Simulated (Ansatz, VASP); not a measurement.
Two plane-wave programs on Sb

File POSCAR:

```
Sb
1.0
    3.0586616250      0.0000000000      0.0000000000
    0.0000000000      4.2587682402      0.0000000000
   -0.0381205934      0.0000000000      4.3159114163
Sb
2
Direct
    0.0113890000      0.2500000000      0.2411660000
    0.9886110000      0.7500000000      0.7588340000
```

INCAR.step1

```
PREC = Accurate ; ENCUT = 520
EDIFF = 1E-5 ; ISMEAR = -1
SIGMA = 0.05 ; LREAL = False
LASPH = True ; NELM = 80
ALGO = Normal ; ISIF = 2
LWAVE = True ; LCHARG = False
NBANDS = 12 ; GGA = PE
```

The input INCAR.step2:

```
PREC = Accurate ; ENCUT = 520
EDIFF = 1E-7 ; ISMEAR = -1
SIGMA = 0.05 ; LREAL = False
LASPH = True ; NELM = 80
ALGO = Normal ; ISIF = 2
LWAVE = False ; LCHARG = False
GGA = PE ; LHFCALC = True
HFSCREEN = 0.2079 ; PRECFOCK = Normal
NBANDS = 12 ; ISTART = 1
```

File KPOINTS:

```
regular mesh
0
Gamma
  6 4 4
```

The input input:

```
crystal:
  lattice:
    - [3.058661625, 0.0, 0.0]
    - [0.0, 4.2587682402, 0.0]
    - [-0.0381205934, 0.0, 4.3159114163]
  atoms:
    - { symbol: Sb, position: [0.011389, 0.25, 0.241166] }
    - { symbol: Sb, position: [0.988611, 0.75, 0.758834] }
hamiltonian:
  xc: hse06
  pseudopotentials: { kind: paw }
kpoints:
  mp_grid: { grid: [6, 4, 4] }
scf:
  occupations: { method: fermi_dirac, width: 0.05 }
output:
  forces: true
  stress: true
  eigenvalues: true
```

Alike in both runs: task single point; functional HSE06; k mesh 6 × 4 × 4; occupations fermi-dirac, width 0.05 eV; no spin polarisation.

```csv
,VASP,Ansatz
version,VASP 6.6.1,Ansatz 0.2.0
potentials or method,"VASP PAW PBE potentials, release 64 (Sb)",Ansatz PAW
plane-wave cutoff (eV),520,420
valence electrons in the cell,10,30
```

Ansatz gave:

| Property | Result |
| --- | --- |
| gap on the k mesh at the Fermi level (eV) | none |
| pressure (GPa) | 2.7 |
| traceless stress, the component that is largest in VASP (GPa) | -4.49 |
| rms of the force components (eV/Å) | 0.044 |

Question: What did VASP give for the same quantities?

Answer: gap on the k mesh at the Fermi level (eV): none; pressure (GPa): 1.5; traceless stress, the component that is largest in VASP (GPa): -4.53; rms of the force components (eV/Å): 0.036.

Atom by atom the forces differ by 0.012 eV/Å (rms over components). A gap of «none» marks a metal or a gap that the smearing closes. The functional is the same, so the differences come from potentials, cutoffs and numerics. VASP's potentials hold 10 valence electrons a cell and Ansatz's 30, so a difference there can come from the potentials and not from the codes.

The k mesh is coarse, so the values compare programs but aren't converged. Neither program's run includes spin-orbit coupling.
